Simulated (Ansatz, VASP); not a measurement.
**ZnS: VASP beside Ansatz**

The input POSCAR:

```
ZnS
1.0
    0.0000000000      2.7046500000      2.7046500000
    2.5694175000      0.0000000000      2.7046500000
    2.5694175000      2.7046500000      0.0000000000
Zn S
1 1
Direct
    0.0000000000      0.0000000000      0.0000000000
    0.7500000000      0.7500000000      0.7500000000
```

INCAR.step1

```
SYSTEM = ZnS
PREC = Accurate
ENCUT = 520
ISMEAR = 0
SIGMA = 0.05
LREAL = .FALSE.
LASPH = .TRUE.
NELM = 100
NBANDS = 16
GGA = PE
ALGO = Normal
EDIFF = 1E-4
LWAVE = .TRUE.
LCHARG = .FALSE.
```

File INCAR.step2:

```
SYSTEM = ZnS
PREC = Accurate
ENCUT = 520
EDIFF = 1E-7
ISMEAR = 0
SIGMA = 0.05
LREAL = .FALSE.
LASPH = .TRUE.
NELM = 100
ALGO = Normal
ISIF = 2
LWAVE = .FALSE.
LCHARG = .FALSE.
METAGGA = R2SCAN
LMIXTAU = .TRUE.
NBANDS = 16
ISTART = 1
```

Contents of KPOINTS:

```
Automatic mesh
0
G
  8 8 8
  0 0 0
```

Input for Ansatz:

```yaml
crystal:
  lattice:
    - [0.0, 2.70465, 2.70465]
    - [2.5694175, 0.0, 2.70465]
    - [2.5694175, 2.70465, 0.0]
  atoms:
    - { symbol: Zn, position: [0.0, 0.0, 0.0] }
    - { symbol: S, position: [0.75, 0.75, 0.75] }
basis:
  ecutwfc: 500
kpoints:
  mp_grid: { grid: [8, 8, 8] }
hamiltonian:
  xc: r2scan
scf:
  occupations: { method: gaussian, width: 0.05 }
output:
  forces: true
  stress: true
  eigenvalues: true
```

Change from the starting cell: strain -0.0500 x Voigt [1, 0, 0, 0, 0, 0], atoms carried along.

Alike in both runs: task single point; functional r2SCAN; k mesh 8 × 8 × 8; occupations gaussian, width 0.05 eV; no spin polarisation.

|  | VASP | Ansatz |
| --- | --- | --- |
| version | VASP 6.6.1 | Ansatz 0.2.0 |
| potentials or method | VASP PAW PBE potentials, release 64 (Zn, S), cutoff 520 eV | scalar-relativistic, plane waves, PAW |
| valence electrons in the cell | 18 | 18 |

VASP gave:

- gap on the k mesh at the Fermi level (eV): 2.78
- least direct gap on the mesh (eV): 2.78
- pressure (GPa): 3.4
- traceless stress, the component that is largest in VASP (GPa): 1.28

Which values does Ansatz return?

gap on the k mesh at the Fermi level (eV): 2.77; least direct gap on the mesh (eV): 2.77; pressure (GPa): 3.4; traceless stress, the component that is largest in VASP (GPa): 1.27.

VASP's potentials were made for PBE, not for r2SCAN. The functional is the same, so the differences come from potentials, cutoffs and numerics.
